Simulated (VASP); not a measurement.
The system is RbAgBr2.

```
Rb Br Ag
1.0
     4.51799    0.00000    0.00000
     0.00000    4.51799    0.00000
     0.00000    0.00000    6.35632
Rb Br Ag
1 2 1
Direct
  0.00000 0.00000 0.00000
  0.00000 0.00000 0.50000
  0.50000 0.50000 0.00000
  0.50000 0.50000 0.50000
```

Base run:

- Program: VASP 6.6.1
- Functional: PBE
- Potentials or basis: VASP PAW PBE potentials, release 64 (Rb_sv, Br, Ag)
- Cutoff: 520 eV
- k mesh: 4 × 4 × 4
- Occupations: gaussian, width 0.01 eV
- Spin: no spin polarisation

Its results: band gap on the k mesh 1.18 eV, indirect (least direct gap 1.81 eV); pressure 0.9 GPa.

The run is repeated on the same cell with these changes: functional from PBE to r2SCAN. What comes out?

Band gap on the k mesh 1.71 eV, indirect (least direct gap 2.38 eV); pressure 0.0 GPa.

r2SCAN gives the wider gap, since meta-GGAs in the generalised Kohn-Sham scheme recover part of the derivative discontinuity.

Caveats: the PAW data sets were made with another functional, which shifts forces and pressure a little (some runs).

A k mesh can miss the band edges.
